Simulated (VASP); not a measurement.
Input of a VASP 6.6.1 run:

File INCAR:

```
SYSTEM = Sr16Ti16CuO48
PREC = Accurate ; ENCUT = 520
EDIFF = 1E-6 ; ISMEAR = -1
SIGMA = 0.01 ; LREAL = Auto
LASPH = .TRUE. ; NELM = 120
ALGO = Normal ; ISIF = 2
LWAVE = .FALSE. ; LCHARG = .TRUE.
GGA = PE ; LELF = .TRUE.
LVHAR = .TRUE. ; NELECT = 650.0
NBANDS = 372 ; GGA_COMPAT = .FALSE.
```

Contents of KPOINTS:

```
regular mesh
0
G
  1 1 1
  0 0 0
```

POSCAR

```
Sr16Ti16CuO48
1.0
    0.0000000000      7.8730892700      7.8730892700
    7.8730892700      0.0000000000      7.8730892700
    7.8730892700      7.8730892700      0.0000000000
Sr Ti O Cu
16 16 48 1
Direct
    0.0120839478     -0.0062497704     -0.0054295079
    0.2494894866      0.2527211279      0.2430376355
   -0.0007077273      0.0051738268      0.4960254947
    0.2517366985      0.2524986612      0.7418566334
    0.0067780890      0.4989687485     -0.0096406248
    0.2474905889      0.7615811652      0.2377613711
   -0.0005694715      0.5021974684      0.4950824722
    0.2543656539      0.7514872875      0.7395759530
    0.5034208764     -0.0004969460     -0.0027738159
    0.7539004445      0.2506169348      0.2403400286
    0.5015862090      0.0059093703      0.4905150783
    0.7855429791      0.2095143270      0.7799600372
    0.5051469460      0.4976356632     -0.0116656876
    0.7543884994      0.7517984106      0.2405201993
    0.4666022287      0.5254676860      0.4630061816
    0.7502755650      0.7578528955      0.7462175645
    0.1277770346      0.1314889193      0.1119335714
    0.3727935629      0.3793124779      0.3585027304
    0.1334688283      0.1289086107      0.6110667408
    0.3775230914      0.3728768847      0.8608671600
    0.1331921898      0.6259272353      0.1098190266
    0.3753329092      0.8842373383      0.3606930396
    0.1217283289      0.6340241840      0.6119493676
    0.3817211258      0.8780923552      0.8605716597
    0.6285301526      0.1266049407      0.1163751570
    0.8770114580      0.3806037754      0.3598492793
    0.6238710539      0.1333238407      0.6135557891
    0.8787622320      0.3796537036      0.8619455804
    0.6297503216      0.6290218909      0.1093472296
    0.8780323407      0.8790107368      0.3617738733
    0.6284770603      0.6427687819      0.6103673965
    0.8818669854      0.8693038101      0.8665320900
    0.0015620298      0.2625595785      0.0040554602
    0.2383049951     -0.0115675686      0.2636721659
   -0.0032476451     -0.0015681265      0.2367442990
    0.2433867996      0.2506413851      0.0260900128
   -0.0133629883      0.2347934764      0.2737516274
    0.2527992420      0.0101902820     -0.0053727322
    0.0058285888      0.2597028853      0.5045122523
    0.2481861228     -0.0211737089      0.7618861281
   -0.0003432579     -0.0075997487      0.7479094035
    0.2598247562      0.2368693452      0.5195922921
    0.0058412903      0.2328192831      0.7690822233
    0.2477875499      0.0035501312      0.5001296651
    0.0055426782      0.7565781100      0.0035576886
    0.2349181416      0.4787670215      0.2658925141
   -0.0031244406      0.4950305866      0.2331091313
    0.2517128832      0.7423900326      0.0242441046
   -0.0092625649      0.7369090837      0.2707629657
    0.2544583748      0.5062314631     -0.0047631239
   -0.0027860728      0.7658750959      0.5042182127
    0.2454276757      0.4815543010      0.7588667923
   -0.0108111946      0.5041235230      0.7448765407
    0.2499488997      0.7429224793      0.5172007912
    0.0003181089      0.7338637099      0.7666575715
    0.2377302525      0.5077642794      0.4981304499
    0.5103813589      0.2542159667     -0.0029851052
    0.7366919517     -0.0145064404      0.2694926257
    0.4876999191      0.0069802333      0.2455285256
    0.7578471163      0.2337124522      0.0181769818
    0.4974279937      0.2436163156      0.2600581461
    0.7501882422     -0.0066832724      0.0094783632
    0.5048477623      0.2662496802      0.4983564095
    0.7445311871     -0.0198665981      0.7698196086
    0.5006027323     -0.0024485941      0.7332755672
    0.7482049038      0.2467554899      0.5420206546
    0.4797026136      0.2232387364      0.7802086690
    0.7552869396      0.0211841241      0.4929458268
    0.5076186568      0.7643277999     -0.0021689072
    0.7326225199      0.4800318363      0.2715352801
    0.4802205170      0.5109649925      0.2408387527
    0.7609723191      0.7300352889      0.0209850282
    0.4958639317      0.7490317711      0.2573369780
    0.7426976628      0.5002130504      0.0016470028
    0.5024246346      0.7640111516      0.5024889042
    0.7478248751      0.4752375937      0.7596961999
    0.4866187679      0.5081345915      0.7461397678
    0.7438891900      0.7574628961      0.5291205088
    0.5006167039      0.7327155583      0.7712427475
    0.7656831129      0.5300935067      0.4790547104
    0.6338142283      0.4090600131      0.6133759995
```

Potentials or basis: VASP PAW PBE potentials, release 64 (Sr_sv, Ti_sv, O, Cu).

The run is started by

```sh
$ cat potpaw_PBE.64/Sr_sv/POTCAR potpaw_PBE.64/Ti_sv/POTCAR potpaw_PBE.64/O/POTCAR potpaw_PBE.64/Cu/POTCAR > POTCAR
$ mpirun -np 1 vasp_gam > vasp.out
```

What does it give for the largest force?

0.090 eV/Å.

Forces on the atoms (eV/Å):
```
Sr   0.010  0.004 -0.009
Sr   0.011  0.018 -0.009
Sr   0.010  0.014 -0.010
Sr   0.009  0.005 -0.010
Sr   0.010  0.004 -0.012
Sr   0.013  0.017 -0.010
Sr   0.007  0.015 -0.001
Sr   0.008  0.010 -0.008
Sr   0.008  0.017 -0.014
Sr   0.010  0.005 -0.008
Sr   0.010  0.007 -0.008
Sr   0.008 -0.020 -0.001
Sr   0.012  0.014 -0.014
Sr   0.011  0.006 -0.008
Sr   0.013  0.030 -0.005
Sr   0.008  0.020 -0.007
Ti   0.029  0.039 -0.042
Ti   0.040  0.053 -0.021
Ti   0.035  0.050 -0.042
Ti   0.054  0.051 -0.013
Ti   0.060  0.031 -0.046
Ti   0.031  0.054 -0.045
Ti   0.025  0.059 -0.039
Ti   0.045  0.037 -0.032
Ti   0.032  0.047 -0.049
Ti   0.057  0.057 -0.041
Ti   0.045  0.058 -0.019
Ti   0.018  0.052 -0.031
Ti   0.045  0.047 -0.051
Ti   0.055  0.034 -0.019
Ti  -0.001  0.049 -0.051
Ti   0.037  0.043 -0.023
O   -0.004 -0.049 -0.005
O    0.003 -0.044  0.002
O    0.005  0.001  0.039
O   -0.015 -0.008  0.038
O   -0.054 -0.005  0.007
O   -0.043  0.000  0.004
O    0.003 -0.059 -0.008
O   -0.001 -0.056  0.002
O   -0.023  0.018  0.040
O   -0.002 -0.009  0.042
O   -0.028  0.005  0.013
O   -0.038 -0.002  0.002
O   -0.001 -0.043 -0.001
O    0.002 -0.051  0.009
O    0.001  0.004  0.058
O   -0.015 -0.010  0.043
O   -0.059 -0.003  0.004
O   -0.057 -0.003 -0.001
O    0.000 -0.053 -0.001
O    0.002 -0.058  0.008
O    0.001  0.000  0.048
O    0.013 -0.017  0.039
O   -0.036 -0.002  0.005
O   -0.040 -0.013 -0.018
O   -0.001 -0.051 -0.003
O   -0.007 -0.045  0.006
O    0.002  0.004  0.050
O    0.002  0.002  0.045
O   -0.046  0.000  0.002
O   -0.034  0.008 -0.009
O   -0.008 -0.056 -0.008
O    0.004 -0.060  0.007
O    0.004  0.001  0.036
O   -0.041  0.007  0.017
O   -0.047 -0.008  0.022
O   -0.064  0.001 -0.005
O   -0.001 -0.052 -0.008
O    0.005 -0.050  0.000
O   -0.018 -0.013  0.041
O   -0.004 -0.006  0.043
O   -0.038 -0.013  0.025
O   -0.042 -0.001  0.000
O   -0.008 -0.062 -0.007
O   -0.002 -0.061  0.000
O    0.055 -0.002  0.020
O   -0.013 -0.008  0.043
O   -0.030 -0.004  0.006
O   -0.031  0.002  0.007
Cu  -0.019 -0.001  0.004
```

Caveat: the k points lie up to 0.69 Å⁻¹ apart; the cell carries a net charge on a neutralising background, which shifts energy and pressure.
